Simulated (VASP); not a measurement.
# Ta (P6_3/mmc) in VASP: a series of runs

The runs below take Ta through single point, relaxation of volume and atoms at fixed shape, with PBEsol.

Program: VASP 6.6.1. These are calculated values, not measurements. Logs are shortened: lines on timing, memory, paths and dates and some standing lists are left out, and cuts for length are marked.

## (1) The cell of the first run

It takes space group P6_3/mmc (No. 194, hexagonal). Conventional cell: a = 2.863 Å, b = 2.863 Å, c = 5.100 Å, α = 90.00°, β = 90.00°, γ = 120.00°. Within 3.8 Å of Ta (site symmetry -6m2) lie 12 Ta at 2.86 to 3.04 Å.

## (2) Single point, PBEsol

File INCAR:

```
PREC = Accurate ; ENCUT = 520
EDIFF = 1E-6 ; ISMEAR = 1
SIGMA = 0.05 ; LREAL = False
LASPH = True ; NELM = 100
ALGO = Normal ; ISIF = 2
LWAVE = False ; LCHARG = True
GGA = PS ; LELF = True
LVHAR = True ; NBANDS = 18
```

File KPOINTS:

```
regular mesh
0
Gamma
  13 13 7
```

File POSCAR:

```
Ta
1.0
    2.8629198565      0.0000000000      0.0000000000
   -1.4314599283      2.4793613247      0.0000000000
    0.0000000000      0.0000000000      5.0995625454
Ta
2
Direct
    0.6666666667      0.3333333333      0.7500000000
    0.3333333333      0.6666666667      0.2500000000
```

Potentials or basis: VASP PAW PBE potentials, release 64 (Ta_pv).

The run is started by

```bash
$ cat potpaw_PBE.64/Ta_pv/POTCAR > POTCAR
$ mpirun -np 1 vasp_std > vasp.out
```

OUTCAR:

```text
PREC = Accurate
   ENCUT = 520
   EDIFF = 1E-6
   ISMEAR = 1
   LREAL = False
   LASPH = True
   NELM = 100
   ISIF = 2
   GGA = PS

 ion  position               nearest neighbor table
   1  0.667  0.333  0.750-   2 3.04   2 3.04   2 3.04   2 3.04   2 3.04   2 3.04
   2  0.333  0.667  0.250-   1 3.04   1 3.04   1 3.04   1 3.04   1 3.04   1 3.04

  LATTYP: Found a hexagonal cell.
 ALAT       =     2.8629198565
 C/A-ratio  =     1.7812453024

  Lattice vectors:

 A1 = (   2.8629198565,   0.0000000000,   0.0000000000)
 A2 = (  -1.4314599283,   2.4793613247,   0.0000000000)
 A3 = (   0.0000000000,   0.0000000000,   5.0995625454)

Analysis of symmetry for initial positions (statically):
=====================================================================
 Subroutine PRICEL returns:
 Original cell was already a primitive cell.

 Routine SETGRP: Setting up the symmetry group for a
 hexagonal supercell.

 Subroutine GETGRP returns: Found 24 space group operations
 (whereof 12 operations were pure point group operations)
 out of a pool of 24 trial point group operations.

The static configuration has the point symmetry D_3d.
 The point group associated with its full space group is D_6h.

Analysis of symmetry for dynamics (positions and initial velocities):
=====================================================================
 Subroutine PRICEL returns:
 Original cell was already a primitive cell.

 Routine SETGRP: Setting up the symmetry group for a
 hexagonal supercell.

 Subroutine GETGRP returns: Found 24 space group operations
 (whereof 12 operations were pure point group operations)
 out of a pool of 24 trial point group operations.

The dynamic configuration has the point symmetry D_3d.
 The point group associated with its full space group is D_6h.

 Subroutine INISYM returns: Found 24 space group operations
 (whereof 12 operations are pure point group operations),
 and found     1 'primitive' translations

----------------------------------------------------------------------------------------

                                     Primitive cell

  volume of cell :      36.1978

  direct lattice vectors                    reciprocal lattice vectors
     2.862919857  0.000000000  0.000000000     0.349293746  0.201664838  0.000000000
    -1.431459928  2.479361325  0.000000000     0.000000000  0.403329676  0.000000000
     0.000000000  0.000000000  5.099562545     0.000000000  0.000000000  0.196095252

  length of vectors
     2.862919857  2.862919857  5.099562545     0.403329676  0.403329676  0.196095252

  position of ions in fractional coordinates (direct lattice)
     0.666666667  0.333333333  0.750000000
     0.333333333  0.666666667  0.250000000

  ion indices of the primitive-cell ions
   primitive index   ion index
                 1           1
                 2           2

----------------------------------------------------------------------------------------

 KPOINTS: regular mesh

Automatic generation of k-mesh.
 Grid dimensions read from file:
 generate k-points for:   13   13    7

 Generating k-lattice:

  Cartesian coordinates                     Fractional coordinates (reciprocal lattice)
     0.026868750  0.015512680  0.000000000     0.076923077  0.000000000  0.000000000
     0.000000000  0.031025360  0.000000000     0.000000000  0.076923077  0.000000000
     0.000000000  0.000000000  0.028013607     0.000000000  0.000000000  0.142857143

  Length of vectors
     0.031025360  0.031025360  0.028013607

  Shift w.r.t. Gamma in fractional coordinates (k-lattice)
     0.000000000  0.000000000  0.000000000

 Subroutine IBZKPT returns following result:
 ===========================================

 Found     84 irreducible k-points:

 Following reciprocal coordinates:
            Coordinates               Weight
  0.000000  0.000000  0.000000      1.000000
  0.076923  0.000000  0.000000      6.000000
  0.153846  0.000000  0.000000      6.000000
  0.230769  0.000000  0.000000      6.000000
  0.307692  0.000000  0.000000      6.000000
  0.384615  0.000000  0.000000      6.000000
[... 16 lines left out ...]
  0.076923  0.000000  0.142857     12.000000
  0.153846  0.000000  0.142857     12.000000
 [... further k-points ...]
   k-points           NKPTS =     84   k-points in BZ     NKDIM =     84   number of bands    NBANDS=     18
   number of dos      NEDOS =    301   number of ions     NIONS =      2
   total plane-waves  NPLWV =  23040
   dimension x,y,z NGX =    24 NGY =   24 NGZ =   40
   dimension x,y,z NGXF=    48 NGYF=   48 NGZF=   80
   ions per type =               2
   NGX,Y,Z   is equivalent  to a cutoff of  13.94, 13.94, 13.04 a.u.
   NGXF,Y,Z  is equivalent  to a cutoff of  27.87, 27.87, 26.08 a.u.
 SYSTEM =  unknown system
   PREC   = accura    normal or accurate (medium, high low for compatibility)
   ISTART =      0    job   : 0-new  1-cont  2-samecut
   ICHARG =      2    charge: 1-file 2-atom 10-const
   ISPIN  =      1    spin polarized calculation?
   LNONCOLLINEAR =      F non collinear calculations
   LSORBIT =      F    spin-orbit coupling
   LASPH  =      T    aspherical Exc in radial PAW
   ENCUT  =  520.0 eV  38.22 Ry    6.18 a.u.   5.32  5.32  9.48*2*pi/ulx,y,z
   NELM   =    100;   NELMIN=  2; NELMDL= -5     # of ELM steps
   EDIFF  = 0.1E-05   stopping-criterion for ELM
   LREAL  =      F    real-space projection
   EDIFFG = 0.1E-04   stopping-criterion for IOM
   NSW    =      0    number of steps for IOM
   IBRION =     -1    ionic relax: 0-MD 1-quasi-New 2-CG
   NFREE  =      0    steps in history (QN), initial steepest desc. (CG)
   ISIF   =      2    stress and relaxation
   ISYM   =      2    0-nonsym 1-usesym 2-fastsym
   POTIM  = 0.5000    time-step for ionic-motion
   TEBEG  =    0.0;   TEEND  =   0.0 temperature during run
   PSTRESS=    0.0 pullay stress
   NELECT =      22.0000    total number of electrons
   NUPDOWN=      -1.0000    fix difference up-down
   EMIN   =  10.00;   EMAX   =-10.00  energy-range for DOS
   EFERMI =   0.00;   METHOD = LEGACY
   ISMEAR =     1;   SIGMA  =   0.05  broadening in eV -4-tet -1-fermi 0-gaus
   EFERMI_NEDOS =   21; number of points for ismear=-14 and -15
   IALGO  =     38    algorithm
   IMIX   =      4    mixing-type and parameters
     AMIX     =   0.40;   BMIX     =  1.00
     AMIX_MAG =   1.60;   BMIX_MAG =  1.00
  volume/ion in A,a.u.               =      18.10       122.14
  Fermi-wavevector in a.u.,A,eV,Ry     =   1.386719  2.620519 26.163855  1.922989
  Thomas-Fermi vector in A             =   2.511008
   LORBIT       =      0    0 simple, 1 ext, 2 COOP (PROOUT), +10 PAW based schemes
   GGA     = PS    functional components
   LHFCALC =     F    Hartree Fock is set to
   AEXX    =    0.0000 exact exchange contribution
   IVDW    =     0    specifies the selected vdW correction
   LEPSILON=     F    determine dielectric tensor
   LRPA    =     F    only Hartree local field effects (RPA)
 non-spin polarized calculation
 Methfessel and Paxton  Order N= 1 SIGMA  =   0.05
  energy-cutoff  :      520.00
  volume of cell :       36.20
 maximum number of plane-waves:       991
 NGX is ok and might be reduce to    24
   NGX = 11   NGY = 11   NGZ = 19

 number of electron      22.0000000 magnetization

 Free energy of the ion-electron system (eV)
  ---------------------------------------------------
  ext. energy  EPLUGINS =         0.00000000
  ---------------------------------------------------
  free energy    TOTEN  =       -24.50942656 eV

  energy without entropy =      -24.50955045  energy(sigma->0) =      -24.50946786

 E-fermi :   5.6879     XC(G=0): -12.6910

 val. band max:        5.6569195200   @ k =   0.3846   0.2308   0.2857
 cond. band min:       5.6886055781   @ k =   0.3077   0.0769   0.2857
 fundamental gap:      0.0316860581
 Fermi energy:         5.6879066288

 k-point     1 :       0.0000    0.0000    0.0000
  band No.  band energies     occupation
      1     -28.7930      2.00000
      2     -27.8605      2.00000
      3     -27.7324      2.00000
      4     -27.7324      2.00000
      5     -27.6391      2.00000
      6     -27.6391      2.00000
[... 10 lines left out ...]
     17      11.0625      0.00000
     18      11.0625      0.00000

 k-point     2 :       0.0769    0.0000    0.0000
  band No.  band energies     occupation
      1     -28.7715      2.00000
      2     -27.8629      2.00000
      3     -27.8023      2.00000
      4     -27.7513      2.00000
      5     -27.7108      2.00000
      6     -27.6518      2.00000
[... 10 lines left out ...]
     17      11.1640      0.00000
     18      11.5737      0.00000

 k-point     3 :       0.1538    0.0000    0.0000
  band No.  band energies     occupation
      1     -28.7098      2.00000
      2     -27.9942      2.00000
      3     -27.9039      2.00000
      4     -27.8713      2.00000
      5     -27.8025      2.00000
      6     -27.6877      2.00000
[... 10 lines left out ...]
     17      11.3480      0.00000
     18      12.6671      0.00000

 k-point     4 :       0.2308    0.0000    0.0000
  band No.  band energies     occupation
      1     -28.6165      2.00000
      2     -28.2600      2.00000
      3     -28.1641      2.00000
      4     -27.8890      2.00000
      5     -27.8724      2.00000
      6     -27.7393      2.00000
[... 375 lines left out ...]
      4     -27.7278      2.00000
      5     -27.6438      2.00000
      6     -27.6438      2.00000
[... 10 lines left out ...]
     17      11.0389      0.00000
     18      11.0389      0.00000

 k-point    23 :       0.0769    0.0000    0.1429
  band No.  band energies     occupation
      1     -28.7299      2.00000
      2     -27.9147      2.00000
      3     -27.7970      2.00000
      4     -27.7464      2.00000
      5     -27.7115      2.00000
      6     -27.6568      2.00000
[... 10 lines left out ...]
     17      11.1179      0.00000
     18      11.4138      0.00000

 k-point    24 :       0.1538    0.0000    0.1429
  band No.  band energies     occupation
      1     -28.6739      2.00000
      2     -27.9906      2.00000
      3     -27.9586      2.00000
      4     -27.8603      2.00000
      5     -27.7969      2.00000
      6     -27.6934      2.00000
[... 10 lines left out ...]
     17      11.2522      0.00000
     18      12.1923      0.00000

 [... further k-points ...]

------------------------ aborting loop because EDIFF is reached ----------------------------------------

  FORCE on cell =-STRESS in cart. coord.  units (eV):
  Direction    XX          YY          ZZ          XY          YZ          ZX
  --------------------------------------------------------------------------------------
  -------------------------------------------------------------------------------------
  Total        0.1114825      0.1114825     -0.1140523     -0.0000000      0.0000000      0.0000000
  in kB        4.9344107      4.9344107     -5.0481560     -0.0000000      0.0000000      0.0000000
  external PRESSURE =       1.6068885 kB  Pullay stress =       0.0000000 kB

 VOLUME and BASIS-vectors are now :
 -----------------------------------------------------------------------------
  energy-cutoff  :      520.00
  volume of cell :       36.20
      direct lattice vectors                 reciprocal lattice vectors
     2.862919857  0.000000000  0.000000000     0.349293746  0.201664838  0.000000000
    -1.431459928  2.479361325  0.000000000     0.000000000  0.403329676  0.000000000
     0.000000000  0.000000000  5.099562545     0.000000000  0.000000000  0.196095252

 POSITION                                       TOTAL-FORCE (eV/Angst)
 -----------------------------------------------------------------------------------
      1.43146      0.82645      3.82467        -0.000000      0.000000      0.000000
     -0.00000      1.65291      1.27489         0.000000     -0.000000      0.000000
 -----------------------------------------------------------------------------------
    total drift:                               -0.000000      0.000000     -0.000000

  FREE ENERGIE OF THE ION-ELECTRON SYSTEM (eV)
  ---------------------------------------------------
  free  energy   TOTEN  =       -24.5094265635 eV

  energy  without entropy=      -24.5095504548  energy(sigma->0) =      -24.50946786
```

Run time: 28 s. Hardware: 1 thread of Intel Xeon Platinum 8259CL at 2.50GHz (Skylake/Cascade Lake), shared host; peak memory 0.19 GiB.

What came out:

```yaml
Free_energy: -24.5094 eV
Pressure: 0.2 GPa
Band_gap_on_the_k_mesh: zero (band 11 reaches 6.90 eV, above the bottom of band 12 at 5.16 eV)
```

Stress tensor (GPa, compression positive):
```
 0.49  0.00  0.00
 0.00  0.49  0.00
 0.00  0.00 -0.50
```

Caveat: the PAW data sets were made with another functional, which shifts forces and pressure a little; spin-orbit coupling is left out, which moves the levels of the heavy elements.

## (3) Relaxation of volume and atoms at fixed shape, PBEsol

This run uses another cell than the first one, of 18.82 Å³/atom, 1.040 times its volume.

File INCAR:

```
PREC = Accurate ; ENCUT = 600
EDIFF = 1E-7 ; ISMEAR = 1
SIGMA = 0.05 ; LREAL = False
LASPH = True ; NELM = 80
ALGO = Normal ; ISIF = 8
LWAVE = False ; LCHARG = False
GGA = PS ; IBRION = 2
NSW = 80 ; EDIFFG = -0.01
```

File KPOINTS:

```
Automatic mesh
0
Gamma
  13 13 7
```

File POSCAR:

```
Ta
1.0
    2.9003720000      0.0000000000      0.0000000000
   -1.4501860000      2.5117958324      0.0000000000
    0.0000000000      0.0000000000      5.1662740000
Ta
2
Direct
    0.6666666667      0.3333333333      0.7500000000
    0.3333333333      0.6666666667      0.2500000000
```

Potentials or basis: VASP PAW PBE potentials, release 64 (Ta_pv).

The run is started by

```bash
$ cat potpaw_PBE.64/Ta_pv/POTCAR > POTCAR
$ mpirun -np 1 vasp_std > vasp.out
```

Wall time 97 s (1 thread of Intel Xeon Platinum 8259CL at 2.50GHz (Skylake/Cascade Lake), shared host); peak memory 0.21 GiB.

It converged, with:

```
Free energy                            : -24.5101 eV
Relaxed volume                         : 18.12 Å³/atom
Relaxed cell                           : a = 2.864 Å, b = 2.864 Å, c = 5.101 Å, α = 90.00°, β = 90.00°, γ = 120.00°
Space group after relaxing (to 0.05 Å) : P6_3/mmc (No. 194)
Energy gained by relaxing              : 16.0 meV/atom
Ionic steps                            : 4
Pressure after relaxing                : 0.0 GPa
Band gap on the k mesh                 : zero (band 11 reaches 6.89 eV, above the bottom of band 12 at 5.15 eV)
```

Stress tensor (GPa, compression positive):
```
 0.32  0.00  0.00
 0.00  0.32  0.00
 0.00  0.00 -0.67
```

Step by step:
| step | energy change (eV) | largest force (eV/Å) | pressure (GPa) | volume (Å³) |
| --- | --- | --- | --- | --- |
| 1 | 0.0000 | 0.0000 | -7.05 | 37.64 |
| 2 | 0.1368 | 0.0000 | 19.92 | 33.30 |
| 3 | -0.0319 | 0.0000 | -0.18 | 36.26 |
| 4 | -0.0319 | 0.0000 | -0.01 | 36.23 |

Final structure:
```
Ta
1.0
     2.86387    0.00000    0.00000
    -1.43194    2.48019    0.00000
     0.00000    0.00000    5.10126
Ta
2
Direct
  0.66667 0.33333 0.75000
  0.33333 0.66667 0.25000
```

Levels at points of the mesh, in eV from the Fermi level:
```
           k point  band 7  band 8  band 9  band 10  band 11  band 12  band 13  band 14  band 15
(0.00, 0.00, 0.00)   -8.31   -5.01   -0.59     0.03     0.62     0.62     1.21     1.21     3.10
```

Caveat: the PAW data sets were made with another functional, which shifts forces and pressure a little; spin-orbit coupling is left out, which moves the levels of the heavy elements.
